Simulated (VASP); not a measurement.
Here is a VASP 6.6.1 calculation.

File INCAR:

```
SYSTEM = Mg3SnO4
PREC = Accurate
ENCUT = 520
EDIFF = 1E-6
ISMEAR = 0
SIGMA = 0.15
LREAL = Auto
LASPH = .TRUE.
NELM = 60
ALGO = Normal
ISIF = 2
LWAVE = .FALSE.
LCHARG = .FALSE.
GGA = PE
NBANDS = 58
```

KPOINTS

```
Automatic mesh
0
G
  4 4 1
  0 0 0
```

Contents of POSCAR:

```
Mg3SnO4
1.0
    3.1096252632      0.0000000000      0.0000000000
    0.0000000000      3.1096252632      0.0000000000
    0.0000000000      0.0000000000     19.2306440935
Mg Sn O
6 2 8
Direct
    0.5000000000      0.0000000000      0.1628315832
    0.5000000000      0.0000000000      0.7299868125
    0.5000000000      0.0000000000      0.9458738849
    0.0000000000      0.5000000000      0.8371684168
    0.0000000000      0.5000000000      0.2700131875
    0.0000000000      0.5000000000      0.0541261151
    0.5000000000      0.0000000000      0.4097394581
    0.0000000000      0.5000000000      0.5902605419
    0.5000000000      0.0000000000      0.0542774965
    0.5000000000      0.0000000000      0.2725708663
    0.5000000000      0.0000000000      0.6257248578
    0.5000000000      0.0000000000      0.8376989574
    0.0000000000      0.5000000000      0.9457225035
    0.0000000000      0.5000000000      0.3742751422
    0.0000000000      0.5000000000      0.1623010426
    0.0000000000      0.5000000000      0.7274291337
```

Potentials or basis: VASP PAW PBE potentials, release 64 (Mg, Sn_d, O).

Run with:

```console
$ cat potpaw_PBE.64/Mg/POTCAR potpaw_PBE.64/Sn_d/POTCAR potpaw_PBE.64/O/POTCAR > POTCAR
$ mpirun -np 1 vasp_std > vasp.out
```

(1) Predict the largest force.

(2) What does it give for the pressure?

(3) What does it give for the band gap on the k mesh?

Answers

(1) 0.085 eV/Å.

(2) -0.7 GPa.

(3) 1.09 eV (least direct gap 1.67 eV).

Caveat: the k points lie up to 0.51 Å⁻¹ apart; spin-orbit coupling is left out, which moves the levels of the heavy elements; an odd mesh through Γ misses points on the zone boundary, where band edges can lie.
